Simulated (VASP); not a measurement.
Al3Cu2: single point with PBEsol

Al3Cu2:

```xyz
5
Lattice="4.0986 0.0000 0.0000 -2.0493 3.5495 0.0000 0.0000 0.0000 4.9821" Properties=species:S:1:pos:R:3 pbc="T T T"
Al    0.0000    0.0000    0.0000
Al    0.0000    2.3663    1.7512
Al    2.0493    1.1832    3.2309
Cu    0.0000    2.3663    4.1964
Cu    2.0493    1.1832    0.7857
```

```
Program                : VASP 6.6.1
Task                   : single point
Functional             : PBEsol
Potentials or basis    : VASP PAW PBE potentials, release 64 (Al, Cu)
Cutoff                 : 520 eV
k mesh                 : 12 × 12 × 8
Occupations            : gaussian, width 0.1 eV
Spin                   : no spin polarisation
Dipole correction      : no
Further INCAR settings : ALGO = Fast; EDIFF = 1e-06; NBANDS = 24
```

```json
{
  "Pressure": "0.5 GPa"
}
```

Levels at points of the mesh, in eV from the Fermi level:
```
           k point  band 13  band 14  band 15  band 16  band 17  band 18
(0.00, 0.00, 0.00)    -3.64    -0.20    -0.20     1.33     1.33     2.50
(0.50, 0.00, 0.00)    -3.06    -2.98    -2.58    -0.75    -0.08     0.37
(0.00, 0.00, 0.50)     1.19     1.19     1.32     1.32     1.81     2.41
(0.50, 0.00, 0.50)    -4.13    -3.52    -1.77    -0.17     0.73     0.94
```

Run time: 4 min on 1 thread of Intel(R) Xeon(R) Platinum 8488C (Sapphire Rapids), on a shared host, peak memory 0.32 GiB.

Caveat: the PAW data sets were made with another functional, which shifts forces and pressure a little.
